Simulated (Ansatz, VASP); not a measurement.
**Two plane-wave programs on MnAs**

INCAR

```
SYSTEM = MnAs
  ALGO = Normal
  EDIFF = 1E-6
  ENCUT = 520
  GGA = PS
  ISIF = 2
  ISMEAR = -1
  ISPIN = 2
  LASPH = .TRUE.
  LCHARG = .FALSE.
  LMAXMIX = 4
  LORBIT = 11
  LREAL = .FALSE.
  LWAVE = .FALSE.
  MAGMOM = 0 0 5.5 5.5
  NBANDS = 30
  NELM = 150
  PREC = Accurate
  SIGMA = 0.05
```

KPOINTS

```
k-points
0
G
  8 8 5
  0 0 0
```

POSCAR

```
MnAs
1.0
    3.7100000000      0.0000000000      0.0000000000
   -1.8550000000      3.2129542480      0.0000000000
    0.0000000000      0.0000000000      5.6910000000
As Mn
2 2
Direct
    0.6666666667      0.3333333333      0.7500000000
    0.3333333333      0.6666666667      0.2500000000
    0.0000000000      0.0000000000      0.5000000000
    0.0000000000      0.0000000000      0.0000000000
```

Contents of input.yaml:

```yaml
crystal:
  lattice:
    - [3.71, 0.0, 0.0]
    - [-1.855, 3.212954248, 0.0]
    - [0.0, 0.0, 5.691]
  atoms:
    - { symbol: As, position: [0.6666666667, 0.3333333333, 0.75] }
    - { symbol: As, position: [0.3333333333, 0.6666666667, 0.25] }
    - { symbol: Mn, position: [0.0, 0.0, 0.5], spin: 5.5 }
    - { symbol: Mn, position: [0.0, 0.0, 0.0], spin: 5.5 }
hamiltonian:
  xc: pbesol
  pseudopotentials: { kind: paw }
magnetization:
  spin_polarized: true
kpoints:
  mp_grid: { grid: [8, 8, 5] }
scf:
  occupations: { method: fermi_dirac, width: 0.05 }
output:
  forces: true
  stress: true
  eigenvalues: true
```

Alike in both runs: task single point; functional PBEsol; k mesh 8 × 8 × 5; occupations fermi-dirac, width 0.05 eV; collinear spin.

```csv
,VASP,Ansatz
version,VASP 6.6.1,Ansatz 0.2.0
potentials or method,"VASP PAW PBE potentials, release 64 (As, Mn_pv)",Ansatz PAW
plane-wave cutoff (eV),520,420
valence electrons in the cell,36,60
```

VASP gave:

```
gap on the k mesh at the Fermi level (eV)                     : none
pressure (GPa)                                                : -8.5
traceless stress, the component that is largest in VASP (GPa) : -1.95
net moment per atom (μB)                                      : 1.55
size of the moment on the site where the two differ most (μB) : 3.16
```

Task: Which values does Ansatz return?

Result: gap on the k mesh at the Fermi level (eV): none; pressure (GPa): -8.7; traceless stress, the component that is largest in VASP (GPa): -1.95; net moment per atom (μB): 1.56; size of the moment on the site where the two differ most (μB): 3.12.

VASP's potentials were made for PBE, not for PBEsol. Site moments also hang on the region over which each program counts them. A gap of «none» marks a metal or a gap that the smearing closes. VASP's potentials hold 36 valence electrons a cell and Ansatz's 60, so a difference there can come from the potentials and not from the codes.
